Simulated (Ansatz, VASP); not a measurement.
**Ru: VASP beside Ansatz**

```
Ru
1.0
     2.48008    0.00000    0.00000
     0.00000    2.48008    0.00000
     0.00000    0.00000    2.48008
Ru
1
Direct
  0.00000 0.00000 0.00000
```

Alike in both runs: functional PBEsol; k mesh 16 × 16 × 16; occupations gaussian, width 0.1 eV; no spin polarisation.

Ansatz relaxed the structure, and its values are those at the end. VASP's run is a single point on that final structure, the one shown.

|  | VASP | Ansatz |
| --- | --- | --- |
| version | VASP 6.6.1 | Ansatz 0.2.0 |
| potentials or method | VASP PAW PBE potentials, release 64 (Ru_pv), cutoff 520 eV | scalar-relativistic, plane waves, PAW |
| valence electrons in the cell | 14 | 16 |

VASP gave:

| Property | Result |
| --- | --- |
| gap on the k mesh at the Fermi level (eV) | none |
| pressure (GPa) | 0.2 |

Problem. What did Ansatz give for the same quantities?

Solution. gap on the k mesh at the Fermi level (eV): none; pressure (GPa): 0.0.

VASP's potentials were made for PBE, not for PBEsol. A gap of «none» marks a metal or a gap that the smearing closes. VASP's potentials hold 14 valence electrons a cell and Ansatz's 16, so a difference there can come from the potentials and not from the codes.
